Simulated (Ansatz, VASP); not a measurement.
**One calculation of CdS, two programs**

```
Cd S
1.0
     2.09849    3.63469    0.00000
     0.00000    0.00000    6.83145
     6.29546   -3.63469    0.00000
Cd S
4 4
Cartesian
  2.0985 1.2116 3.4175
  4.1970 -2.4231 3.4175
  6.2955 -1.2116 0.0018
  2.0985 -1.2116 0.0018
  2.0985 1.2116 5.9894
  4.1970 -2.4231 5.9894
  6.2955 -1.2116 2.5737
  2.0985 -1.2116 2.5737
```

Alike in both runs: functional PBE; k mesh 6 × 4 × 4; occupations gaussian, width 0.02 eV; no spin polarisation.

Ansatz relaxed the structure, and its values are those at the end. VASP's run is a single point on that final structure, the one shown.

|  | VASP | Ansatz |
| --- | --- | --- |
| version | VASP 6.6.1 | Ansatz 0.2.0 |
| potentials or method | VASP PAW PBE potentials, release 64 (Cd, S), cutoff 520 eV | scalar-relativistic, plane waves, PAW |
| valence electrons in the cell | 72 | 104 |

|  | VASP | Ansatz | Ansatz less VASP |
| --- | --- | --- | --- |
| gap on the k mesh at the Fermi level (eV) | 1.11 | 1.11 | -0.001 |
| least direct gap on the mesh (eV) | 1.11 | 1.11 | -0.001 |
| pressure (GPa) | 0.3 | 0.0 | -0.29 |

With one functional, cell and mesh, what is left measures potentials, basis and numerics. VASP's potentials hold 72 valence electrons a cell and Ansatz's 104, so a difference there can come from the potentials and not from the codes.
